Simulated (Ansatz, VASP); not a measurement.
**PbO in VASP and in Ansatz**

INCAR

```
SYSTEM = PbO
PREC = Accurate
ENCUT = 520
EDIFF = 1E-6
ISMEAR = 0
SIGMA = 0.05
LREAL = .False.
LASPH = .True.
NELM = 80
ALGO = Normal
ISIF = 2
LWAVE = .False.
LCHARG = .True.
GGA = PE
LELF = .True.
LVHAR = .True.
NBANDS = 17
```

The input KPOINTS:

```
regular mesh
0
Gamma
  12 12 10
  0 0 0
```

File POSCAR:

```
PbO
1.0
    3.5678723414      0.0000000000      0.0000000000
   -1.7839361707      3.0898680851      0.0000000000
    0.0000000000      0.0000000000      3.2951134840
Pb O
1 1
Direct
    0.0000000000      0.0000000000      0.0000000000
    0.6890889936      0.3333333333      0.5000000000
```

Input for Ansatz:

```yaml
crystal:
  lattice:
    - [3.5678723414, 0.0, 0.0]
    - [-1.7839361707, 3.0898680851, 0.0]
    - [0.0, 0.0, 3.295113484]
  atoms:
    - { symbol: Pb, position: [0.0, 0.0, 0.0] }
    - { symbol: O, position: [0.6890889936, 0.3333333333, 0.5] }
basis:
  ecutwfc: 420
  ecutrho_ratio: 4
kpoints:
  mp_grid: { grid: [12, 12, 10] }
hamiltonian:
  xc: pbe
scf:
  occupations: { method: gaussian, width: 0.05 }
output:
  forces: true
  stress: true
  eigenvalues: true
  write_density: true
  write_potential: true
  elf: true
  volumetric_format: npy
```

Alike in both runs: task single point; functional PBE; k mesh 12 × 12 × 10; occupations gaussian, width 0.05 eV; no spin polarisation.

|  | VASP | Ansatz |
| --- | --- | --- |
| version | VASP 6.6.1 | Ansatz 0.2.0 |
| potentials or method | VASP PAW PBE potentials, release 64 (Pb_d, O), cutoff 520 eV | scalar-relativistic, plane waves, PAW |
| valence electrons in the cell | 20 | 20 |

|  | VASP | Ansatz | Ansatz less VASP |
| --- | --- | --- | --- |
| gap on the k mesh at the Fermi level (eV) | none | none | - |
| pressure (GPa) | 0.0 | 0.1 | +0.15 |
| traceless stress, the component that is largest in VASP (GPa) | 0.52 | 0.54 | +0.015 |
| rms of the force components (eV/Å) | 0.054 | 0.053 | -0.0017 |

Atom by atom the forces differ by 0.002 eV/Å (rms over components). A gap of «none» marks a metal or a gap that the smearing closes.

Neither program's run includes spin-orbit coupling.
